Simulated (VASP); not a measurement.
# Al (Fmmm) in VASP: further runs

The runs below take Al through single point, with PBE.

Program: VASP 6.6.1. These are calculated values, not measurements. Logs are shortened: lines on timing, memory, paths and dates and some standing lists are left out, and cuts for length are marked.

**1. The cell of the first run**

It takes space group Fmmm (No. 69, orthorhombic). The conventional cell has a = 3.967 Å, b = 4.048 Å, c = 4.129 Å, α = 90.00°, β = 90.00°, γ = 90.00°. Al (site symmetry mmm) has 12 Al at 2.83 to 2.89 Å within 3.7 Å.

**2. Single point, PBE (strain -0.0200 x Voigt [1, -1, 0, 0, 0, 0])**

Input file INCAR:

```
PREC = Accurate ; ENCUT = 520
EDIFF = 1E-6 ; ISMEAR = 0
SIGMA = 0.15 ; LREAL = False
LASPH = True ; NELM = 60
ALGO = Fast ; ISIF = 2
LWAVE = False ; LCHARG = False
GGA = PE ; NBANDS = 8
```

Input file KPOINTS:

```
regular mesh
0
Gamma
  20 20 20
```

Input file POSCAR:

```
Al
1.0
    0.0000000000      2.0644596000      2.0239800000
    1.9835004000      0.0000000000      2.0239800000
    1.9835004000      2.0644596000      0.0000000000
Al
1
Direct
    0.0000000000      0.0000000000      0.0000000000
```

Potentials or basis: VASP PAW PBE potentials, release 64 (Al).

Started as:

```console
> cat potpaw_PBE.64/Al/POTCAR > POTCAR
> mpirun -np 1 vasp_std > vasp.out
```

OUTCAR:

```text
PREC = Accurate
   ENCUT = 520
   EDIFF = 1E-6
   ISMEAR = 0
   LREAL = False
   LASPH = True
   NELM = 60
   ISIF = 2
   GGA = PE

 ion  position               nearest neighbor table
   1  0.000  0.000  0.000-

  LATTYP: Found a face centered orthorhombic cell.
 ALAT       =     3.9670008000
 B/A-ratio  =     1.0204081633
 C/A-ratio  =     1.0408163265

  Lattice vectors:

 A1 = (   0.0000000000,   2.0644596000,  -2.0239800000)
 A2 = (   1.9835004000,   2.0644596000,   0.0000000000)
 A3 = (   1.9835004000,   0.0000000000,  -2.0239800000)

Analysis of symmetry for initial positions (statically):
=====================================================================
 Subroutine PRICEL returns:
 Original cell was already a primitive cell.

 Routine SETGRP: Setting up the symmetry group for a
 face centered orthorhombic supercell.

 Subroutine GETGRP returns: Found  8 space group operations
 (whereof  8 operations were pure point group operations)
 out of a pool of  8 trial point group operations.

The static configuration has the point symmetry D_2h.

Analysis of symmetry for dynamics (positions and initial velocities):
=====================================================================
 Subroutine PRICEL returns:
 Original cell was already a primitive cell.

 Routine SETGRP: Setting up the symmetry group for a
 face centered orthorhombic supercell.

 Subroutine GETGRP returns: Found  8 space group operations
 (whereof  8 operations were pure point group operations)
 out of a pool of  8 trial point group operations.

The dynamic configuration has the point symmetry D_2h.

 Subroutine INISYM returns: Found  8 space group operations
 (whereof  8 operations are pure point group operations),
 and found     1 'primitive' translations

----------------------------------------------------------------------------------------

                                     Primitive cell

  volume of cell :      16.5758

  direct lattice vectors                    reciprocal lattice vectors
     0.000000000  2.064459600  2.023980000    -0.252079606  0.242194132  0.247038014
     1.983500400  0.000000000  2.023980000     0.252079606 -0.242194132  0.247038014
     1.983500400  2.064459600  0.000000000     0.252079606  0.242194132 -0.247038014

  length of vectors
[... 81 lines left out ...]
   LREAL  =      F    real-space projection
   EDIFFG = 0.1E-04   stopping-criterion for IOM
   NSW    =      0    number of steps for IOM
   IBRION =     -1    ionic relax: 0-MD 1-quasi-New 2-CG
   NFREE  =      0    steps in history (QN), initial steepest desc. (CG)
   ISIF   =      2    stress and relaxation
   ISYM   =      2    0-nonsym 1-usesym 2-fastsym
   POTIM  = 0.5000    time-step for ionic-motion
   TEBEG  =    0.0;   TEEND  =   0.0 temperature during run
   PSTRESS=    0.0 pullay stress
   NELECT =       3.0000    total number of electrons
   NUPDOWN=      -1.0000    fix difference up-down
   EMIN   =  10.00;   EMAX   =-10.00  energy-range for DOS
   EFERMI =   0.00;   METHOD = LEGACY
   ISMEAR =     0;   SIGMA  =   0.15  broadening in eV -4-tet -1-fermi 0-gaus
   EFERMI_NEDOS =   21; number of points for ismear=-14 and -15
   IALGO  =     68    algorithm
   IMIX   =      4    mixing-type and parameters
     AMIX     =   0.40;   BMIX     =  1.00
     AMIX_MAG =   1.60;   BMIX_MAG =  1.00
  volume/ion in A,a.u.               =      16.58       111.86
  Fermi-wavevector in a.u.,A,eV,Ry     =   0.926027  1.749937 11.667348  0.857526
  Thomas-Fermi vector in A             =   2.051945
   LORBIT       =      0    0 simple, 1 ext, 2 COOP (PROOUT), +10 PAW based schemes
   GGA     = PE    functional components
   LHFCALC =     F    Hartree Fock is set to
   AEXX    =    0.0000 exact exchange contribution
   IVDW    =     0    specifies the selected vdW correction
   LEPSILON=     F    determine dielectric tensor
   LRPA    =     F    only Hartree local field effects (RPA)
 non-spin polarized calculation
 RMM-DIIS sequential band-by-band and
 Gauss-broadening in eV      SIGMA  =   0.15
  energy-cutoff  :      520.00
  volume of cell :       16.58
 maximum number of plane-waves:       459
 NGX is ok and might be reduce to    24
   NGX = 11   NGY = 11   NGZ = 11

 number of electron       3.0000000 magnetization

 Free energy of the ion-electron system (eV)
  ---------------------------------------------------
  ext. energy  EPLUGINS =         0.00000000
  ---------------------------------------------------
  free energy    TOTEN  =        -3.74622177 eV

  energy without entropy =       -3.74154735  energy(sigma->0) =       -3.74388456

 E-fermi :   7.9807     XC(G=0): -10.1801

 val. band max:        7.9792255456   @ k =  -0.3500   0.3500   0.0000
 cond. band min:       7.9867285932   @ k =  -0.4500   0.1500   0.3000
 fundamental gap:      0.0075030476
 Fermi energy:         7.9807357908

 k-point     1 :       0.0000    0.0000    0.0000
  band No.  band energies     occupation
      1      -3.1504      2.00000
      2      20.3426      0.00000
      3      20.5640      0.00000
      4      20.7768      0.00000
      5      21.9471      0.00000
      6      22.0147      0.00000
      7      22.0703      0.00000
      8      24.4035      0.00000
[... 243 lines left out ...]
 k-point    24 :      -0.3500    0.0500    0.0000
  band No.  band energies     occupation
      1       0.5103      2.00000
      2       7.4126      2.00000
      3      17.2325      0.00000
      4      19.4704      0.00000
      5      19.8116      0.00000
      6      21.4839      0.00000
      7      22.9307      0.00000
      8      25.4462      0.00000

 [... further k-points ...]

------------------------ aborting loop because EDIFF is reached ----------------------------------------

  FORCE on cell =-STRESS in cart. coord.  units (eV):
  Direction    XX          YY          ZZ          XY          YZ          ZX
  --------------------------------------------------------------------------------------
  -------------------------------------------------------------------------------------
  Total        0.0425271     -0.1586963     -0.0029754      0.0000000      0.0000000     -0.0000000
  in kB        4.1105651    -15.3391955     -0.2875947      0.0000000      0.0000000     -0.0000000
  external PRESSURE =      -3.8387417 kB  Pullay stress =       0.0000000 kB

 VOLUME and BASIS-vectors are now :
 -----------------------------------------------------------------------------
  energy-cutoff  :      520.00
  volume of cell :       16.58
      direct lattice vectors                 reciprocal lattice vectors
     0.000000000  2.064459600  2.023980000    -0.252079606  0.242194132  0.247038014
     1.983500400  0.000000000  2.023980000     0.252079606 -0.242194132  0.247038014
     1.983500400  2.064459600  0.000000000     0.252079606  0.242194132 -0.247038014

 POSITION                                       TOTAL-FORCE (eV/Angst)
 -----------------------------------------------------------------------------------
      0.00000      0.00000      0.00000        -0.000000      0.000000      0.000000
 -----------------------------------------------------------------------------------
    total drift:                               -0.000000      0.000000      0.000000

  FREE ENERGIE OF THE ION-ELECTRON SYSTEM (eV)
  ---------------------------------------------------
  free  energy   TOTEN  =        -3.7462217678 eV

  energy  without entropy=       -3.7415473536  energy(sigma->0) =       -3.74388456
```

OSZICAR:

```text
N       E                     dE             d eps       ncg     rms          rms(c)
DAV:   1    -0.230399175013E+01   -0.23040E+01   -0.85847E+02 18784   0.204E+02
DAV:   2    -0.376126104524E+01   -0.14573E+01   -0.14148E+01 25904   0.188E+01
DAV:   3    -0.376867568592E+01   -0.74146E-02   -0.74101E-02 24176   0.151E+00
DAV:   4    -0.376869300713E+01   -0.17321E-04   -0.17321E-04 29104   0.632E-02
DAV:   5    -0.376869305734E+01   -0.50214E-07   -0.49494E-07 24568   0.189E-03    0.129E+00
RMM:   6    -0.375569106167E+01    0.13002E-01   -0.10822E-03 18663   0.188E-01    0.760E-01
RMM:   7    -0.374620527423E+01    0.94858E-02   -0.35191E-03 21929   0.323E-01    0.122E-01
RMM:   8    -0.374622039422E+01   -0.15120E-04   -0.15665E-04 20882   0.789E-02    0.234E-02
RMM:   9    -0.374622242763E+01   -0.20334E-05   -0.23144E-05 21672   0.293E-02    0.118E-02
RMM:  10    -0.374622176783E+01    0.65980E-06   -0.49929E-06 22003   0.139E-02
   1 F= -.37462218E+01 E0= -.37438846E+01  d E =-.467441E-02
```

Wall time 56 s (1 thread of Intel Xeon 6975P-C, shared host); peak memory 0.25 GiB.

What came out:

| Quantity | Value |
| --- | --- |
| Free energy | -3.7462 eV |
| Pressure | -0.4 GPa |

Stress tensor (GPa, compression positive):
```
 0.41  0.00  0.00
 0.00 -1.53  0.00
 0.00  0.00 -0.03
```

Caveat: the cell differs from its parent crystal (strain -0.0200 x Voigt [1, -1, 0, 0, 0, 0]).

(Part 1 of 2 ends here.)
